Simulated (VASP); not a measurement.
Runs of VASP 6.6.1 on Al8SiP7H (a cell with a defect). The cell holds a defect, 17 atoms: a = 7.736 Å, b = 7.736 Å, c = 7.736 Å, α = 60.00°, β = 60.00°, γ = 60.00°. 

```csv
level,smearing,gap on the mesh (eV),pressure (GPa),largest force (eV/Å)
PBEsol,fermi-dirac 0.05 eV,1.49,4.5,4.14
PBEsol,gaussian 0.05 eV,1.49,4.5,4.14
PBEsol,tetrahedron,1.49,4.5,4.14
RPBE+D3(BJ),fermi-dirac 0.05 eV,1.68,(a),4.10
```

Alike in all rows: task single point; potentials or basis VASP PAW PBE potentials, release 64 (Al, P, Si, H); no spin polarisation; cell as given; k mesh 2 × 2 × 2, shifted; cutoff (eV) 520.

Question: Estimate the missing entries.

Answer: (a) -2.9.

Caveats: the PAW data sets were made with another functional, which shifts forces and pressure a little.

A k mesh can miss the band edges.
